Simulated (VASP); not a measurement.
Crystal: Br.

```
Br
1.0
     4.59764    0.00000    0.00000
     0.00000    4.59764    0.00000
     0.00000    0.00000    4.59764
Br
3
Direct
  0.50000 0.00000 0.00000
  0.00000 0.50000 0.00000
  0.00000 0.00000 0.50000
```

| Property | Result |
| --- | --- |
| Program | VASP 6.6.1 |
| Task | relaxation of cell and atoms |
| Functional | PBE |
| Dispersion | D3(BJ) |
| Potentials or basis | VASP PAW PBE potentials, release 64 (Br) |
| Cutoff | 600 eV |
| k mesh | 10 × 10 × 10 |
| Occupations | gaussian, width 0.1 eV |
| Spin | no spin polarisation |

At the start: pressure -1.8 GPa; volume 32.40 Å³/atom.

**Question.** Where does the relaxation end?

**Answer.** Over 3 steps the energy falls by 14.7 meV/atom and the volume is 30.02 Å³/atom (-7.3 %); space group Pm-3m (No. 221, to 0.1 Å) before and after.

Step by step:
```tsv
step	energy change (eV)	largest force (eV/Å)	pressure (GPa)	volume (Å³)
1	0.0000	0.0000	-1.81	97.19
2	-0.0397	0.0000	-0.64	92.13
3	-0.0441	0.0000	-0.02	90.06
```

Final structure:
```yaml
crystal:
  lattice:
    - [4.48245, 0.00000, 0.00000]
    - [0.00000, 4.48245, 0.00000]
    - [0.00000, 0.00000, 4.48245]
  atoms:
    - { symbol: Br, position: [0.50000, 0.00000, 0.00000] }
    - { symbol: Br, position: [0.00000, 0.50000, 0.00000] }
    - { symbol: Br, position: [0.00000, 0.00000, 0.50000] }
```

Caveat: an odd number of electrons without spin polarisation forces a metal; a magnetic or distorted state may lie lower.
